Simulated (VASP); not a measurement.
# Hg (R-3m) in VASP: notebook, part 2 of 3

VASP 6.6.1.

**3. Electric field gradients, LDA (23.39 Å³/atom)**

This run uses another cell than the first one, of 23.39 Å³/atom.

Input file INCAR:

```
SYSTEM = Hg
ALGO     = Normal         ! electronic algorithm
EDIFF    = 1E-8           ! SCF threshold, eV
ENCUT    = 410            ! plane-wave cutoff, eV
GGA_COMPAT= .FALSE.      
ISIF     = 2              ! what is computed and relaxed
ISMEAR   = -1             ! smearing method
LASPH    = .TRUE.         ! aspherical terms in the spheres
LCHARG   = .FALSE.        ! write CHGCAR
LEFG     = .TRUE.       
LREAL    = .FALSE.        ! projectors in reciprocal space
LWAVE    = .FALSE.        ! write WAVECAR
NBANDS   = 16             ! bands
NELM     = 120            ! most SCF steps
PREC     = Accurate       ! precision mode
SIGMA    = 0.03           ! smearing width, eV
```

Input file KPOINTS:

```
k-points
0
G
  12 12 12
  0 0 0
```

Input file POSCAR:

```
Hg
1.0
    1.7357480073      1.0021345793      2.2414219814
   -1.7357480073      1.0021345793      2.2414219814
    0.0000000000     -2.0042691585      2.2414219814
Hg
1
Direct
    0.0000000000      0.0000000000      0.0000000000
```

Potentials or basis: VASP PAW LDA potentials, release 64 (Hg_sv_GW).

Started as:

```console
$ cat potpaw_LDA.64/Hg_sv_GW/POTCAR > POTCAR
$ mpirun -np 1 vasp_std > vasp.out
```

OUTCAR:

```text
SYSTEM = Hg
   EDIFF = 1E-8
   ENCUT = 410
   ISIF = 2
   ISMEAR = -1
   LASPH = .TRUE.
   LREAL = .FALSE.
   NELM = 120
   PREC = Accurate

 ion  position               nearest neighbor table
   1  0.000  0.000  0.000-

  LATTYP: Found a trigonal (rhomboedric) cell.
 ALAT       =     3.0068367695
 COS(alpha) =     0.3335253405

  Lattice vectors:

 A1 = (   1.7357480073,   1.0021345793,   2.2414219814)
 A2 = (  -1.7357480073,   1.0021345793,   2.2414219814)
 A3 = (   0.0000000000,  -2.0042691585,   2.2414219814)

Analysis of symmetry for initial positions (statically):
=====================================================================
 Subroutine PRICEL returns:
 Original cell was already a primitive cell.

 Routine SETGRP: Setting up the symmetry group for a
 trigonal (rhombohedral) supercell.

 Subroutine GETGRP returns: Found 12 space group operations
 (whereof 12 operations were pure point group operations)
 out of a pool of 12 trial point group operations.

The static configuration has the point symmetry D_3d.

Analysis of symmetry for dynamics (positions and initial velocities):
=====================================================================
 Subroutine PRICEL returns:
 Original cell was already a primitive cell.

 Routine SETGRP: Setting up the symmetry group for a
 trigonal (rhombohedral) supercell.

 Subroutine GETGRP returns: Found 12 space group operations
 (whereof 12 operations were pure point group operations)
 out of a pool of 12 trial point group operations.

The dynamic configuration has the point symmetry D_3d.

 Subroutine INISYM returns: Found 12 space group operations
 (whereof 12 operations are pure point group operations),
 and found     1 'primitive' translations

----------------------------------------------------------------------------------------

                                     Primitive cell

  volume of cell :      23.3931

  direct lattice vectors                    reciprocal lattice vectors
     1.735748007  1.002134579  2.241421981     0.288060247  0.166311661  0.148715117
    -1.735748007  1.002134579  2.241421981    -0.288060247  0.166311661  0.148715117
     0.000000000 -2.004269159  2.241421981     0.000000000 -0.332623322  0.148715118

  length of vectors
     3.006836770  3.006836770  3.006836770     0.364354856  0.364354856  0.364354856

  position of ions in fractional coordinates (direct lattice)
     0.000000000  0.000000000  0.000000000

  ion indices of the primitive-cell ions
   primitive index   ion index
                 1           1

----------------------------------------------------------------------------------------

 KPOINTS: k-points

Automatic generation of k-mesh.
 Grid dimensions read from file:
 generate k-points for:   12   12   12

[... 62 lines left out ...]
   NELM   =    120;   NELMIN=  2; NELMDL= -5     # of ELM steps
   EDIFF  = 0.1E-07   stopping-criterion for ELM
   LREAL  =      F    real-space projection
   EDIFFG = 0.1E-06   stopping-criterion for IOM
   NSW    =      0    number of steps for IOM
   IBRION =     -1    ionic relax: 0-MD 1-quasi-New 2-CG
   NFREE  =      0    steps in history (QN), initial steepest desc. (CG)
   ISIF   =      2    stress and relaxation
   ISYM   =      2    0-nonsym 1-usesym 2-fastsym
   POTIM  = 0.5000    time-step for ionic-motion
   TEBEG  =    0.0;   TEEND  =   0.0 temperature during run
   PSTRESS=    0.0 pullay stress
   NELECT =      20.0000    total number of electrons
   NUPDOWN=      -1.0000    fix difference up-down
   EMIN   =  10.00;   EMAX   =-10.00  energy-range for DOS
   EFERMI =   0.00;   METHOD = LEGACY
   ISMEAR =    -1;   SIGMA  =   0.03  broadening in eV -4-tet -1-fermi 0-gaus
   EFERMI_NEDOS =   21; number of points for ismear=-14 and -15
   IALGO  =     38    algorithm
   IMIX   =      4    mixing-type and parameters
     AMIX     =   0.40;   BMIX     =  1.00
     AMIX_MAG =   1.60;   BMIX_MAG =  1.00
  volume/ion in A,a.u.               =      23.39       157.86
  Fermi-wavevector in a.u.,A,eV,Ry     =   1.553778  2.936215 32.847539  2.414226
  Thomas-Fermi vector in A             =   2.657960
   LORBIT       =      0    0 simple, 1 ext, 2 COOP (PROOUT), +10 PAW based schemes
   GGA     = CA    functional components
   LHFCALC =     F    Hartree Fock is set to
   AEXX    =    0.0000 exact exchange contribution
   IVDW    =     0    specifies the selected vdW correction
   LEPSILON=     F    determine dielectric tensor
   LRPA    =     F    only Hartree local field effects (RPA)
 non-spin polarized calculation
  energy-cutoff  :      410.00
  volume of cell :       23.39
 maximum number of plane-waves:       454
   NGX =  9   NGY =  9   NGZ =  9

 number of electron      19.9999984 magnetization

 Free energy of the ion-electron system (eV)
  ---------------------------------------------------
  ext. energy  EPLUGINS =         0.00000000
  ---------------------------------------------------
  free energy    TOTEN  =        -0.95763988 eV

  energy without entropy =       -0.95646737  energy(sigma->0) =       -0.95705362

 E-fermi :   5.7067     XC(G=0): -11.7464

 val. band max:        5.6754380039   @ k =  -0.4167   0.5000   0.0833
 cond. band min:       5.7235407148   @ k =  -0.4167   0.2500   0.0833
 fundamental gap:      0.0481027109
 Fermi energy:         5.7066740217

 k-point     1 :       0.0000    0.0000    0.0000
  band No.  band energies     occupation
      1    -108.6746      2.00000
      2     -57.2797      2.00000
      3     -57.2743      2.00000
      4     -57.2743      2.00000
      5      -3.4723      2.00000
      6      -1.8930      2.00000
[... 433 lines left out ...]
      3     -57.2876      2.00000
      4     -57.2741      2.00000
      5      -2.2105      2.00000
      6      -1.7140      2.00000
[... 8 lines left out ...]
     15      24.3559      0.00000
     16      24.8976      0.00000

 [... further k-points ...]

------------------------ aborting loop because EDIFF is reached ----------------------------------------

  FORCE on cell =-STRESS in cart. coord.  units (eV):
  Direction    XX          YY          ZZ          XY          YZ          ZX
  --------------------------------------------------------------------------------------
  -------------------------------------------------------------------------------------
  Total       -0.6364122     -0.6364122     -0.8373651      0.0000000     -0.0000000     -0.0000000
  in kB      -43.5874521    -43.5874521    -57.3505857      0.0000000     -0.0000000     -0.0000000
  external PRESSURE =     -48.1751633 kB  Pullay stress =       0.0000000 kB

 VOLUME and BASIS-vectors are now :
 -----------------------------------------------------------------------------
  energy-cutoff  :      410.00
  volume of cell :       23.39
      direct lattice vectors                 reciprocal lattice vectors
     1.735748007  1.002134579  2.241421981     0.288060247  0.166311661  0.148715117
    -1.735748007  1.002134579  2.241421981    -0.288060247  0.166311661  0.148715117
     0.000000000 -2.004269159  2.241421981     0.000000000 -0.332623322  0.148715118

 POSITION                                       TOTAL-FORCE (eV/Angst)
 -----------------------------------------------------------------------------------
      0.00000      0.00000      0.00000         0.000000      0.000000     -0.000000
 -----------------------------------------------------------------------------------
    total drift:                               -0.000000     -0.000000      0.000000

  FREE ENERGIE OF THE ION-ELECTRON SYSTEM (eV)
  ---------------------------------------------------
  free  energy   TOTEN  =        -0.9576398810 eV

  energy  without entropy=       -0.9564673660  energy(sigma->0) =       -0.95705362

 Electric field gradients (V/A^2)
---------------------------------------------------------------------
 ion       V_xx      V_yy      V_zz      V_xy      V_xz      V_yz
---------------------------------------------------------------------
   1      66.234    66.234  -132.468    -0.000    -0.000    -0.000
---------------------------------------------------------------------

 Electric field gradients after diagonalization (V/A^2)
 (convention: |V_zz| > |V_xx| > |V_yy|)
----------------------------------------------------------------------
 ion       V_xx      V_yy      V_zz     asymmetry (V_yy - V_xx)/ V_zz
----------------------------------------------------------------------
   1      66.234    66.234  -132.468       0.000
----------------------------------------------------------------------

           NMR quadrupolar parameters

 Cq : quadrupolar parameter    Cq=e*Q*V_zz/h
 eta: asymmetry parameters     (V_yy - V_xx)/ V_zz
 Q  : nuclear electric quadrupole moment in mb (millibarn)
----------------------------------------------------------------------
 ion       Cq(MHz)       eta       Q (mb)
----------------------------------------------------------------------
   1      -0.320       0.000       1.000
----------------------------------------------------------------------
```

Run time: 17 s. Hardware: 1 thread of Intel Xeon 6975P-C (Granite Rapids), shared host; peak memory 0.17 GiB.

What came out:

| Quantity | Value |
| --- | --- |
| Free energy | -0.9576 eV |
| Pressure | -4.8 GPa |
| Band gap on the k mesh | zero (bands 10 and 11 overlap by 3.17 eV) |
| Largest electric field gradient by atom | Hg -132.5 V/Å² |

Levels at points of the mesh, in eV from the Fermi level:
| k point | band 8 | band 9 | band 10 | band 11 | band 12 | band 13 |
| --- | --- | --- | --- | --- | --- | --- |
| (0.00, 0.00, 0.00) | -6.29 | -6.12 | -6.12 | 11.81 | 12.44 | 12.44 |
| (0.50, 0.00, 0.00) | -6.18 | -5.79 | -2.09 | -1.94 | 12.04 | 12.45 |
| (0.50, 0.50, 0.00) | -5.84 | -5.33 | -0.08 | 0.85 | 4.72 | 9.84 |
| (0.50, 0.50, 0.50) | -5.42 | -5.42 | -0.12 | 1.35 | 9.28 | 9.28 |

Electric field gradients, principal values (V/Å²):
```csv
atom,least,middle,greatest (by size)
1 Hg,66.234,66.234,-132.468
```

Caveat: the cell stands under tension; without QUAD_EFG the Cq values of the log hold for a quadrupole moment of 1 mb, not for the nuclei; spin-orbit coupling is left out, which moves the levels of the heavy elements.

(Part 2 of 3 ends here.)

The gap in the log of VASP goes by the Fermi energy; the results here count the filled bands.